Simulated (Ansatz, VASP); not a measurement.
# BAs in VASP and in Ansatz

```xyz
2
Lattice="0.0000 2.2945 2.4367 2.2945 0.0000 2.4367 2.2945 2.2945 0.0000" Properties=species:S:1:pos:R:3 pbc="T T T"
B     0.0000    0.0000    0.0000
As    1.1473    1.1473    1.2184
```

Change from the starting cell: epitaxial_xy strain -4.1%.

Alike in both runs: task single point; functional r2SCAN; k mesh 10 × 10 × 10; no spin polarisation.

|  | VASP | Ansatz |
| --- | --- | --- |
| version | VASP 6.6.1 | Ansatz 0.2.0 |
| potentials or method | VASP PAW PBE potentials, release 64 (B, As) | plane waves, PAW |
| plane-wave cutoff (eV) | 520 | 500 |
| occupations | gaussian, width 0.01 eV | fixed |
| valence electrons in the cell | 8 | 18 |

```tsv
	VASP	Ansatz	Ansatz less VASP
gap on the k mesh at the Fermi level (eV)	0.80	0.81	+0.003
pressure (GPa)	10.8	10.3	-0.42
traceless stress, the component that is largest in VASP (GPa)	-10.33	-10.36	-0.026
```

VASP's potentials were made for PBE, not for r2SCAN. VASP's potentials hold 8 valence electrons a cell and Ansatz's 18, so a difference there can come from the potentials and not from the codes.
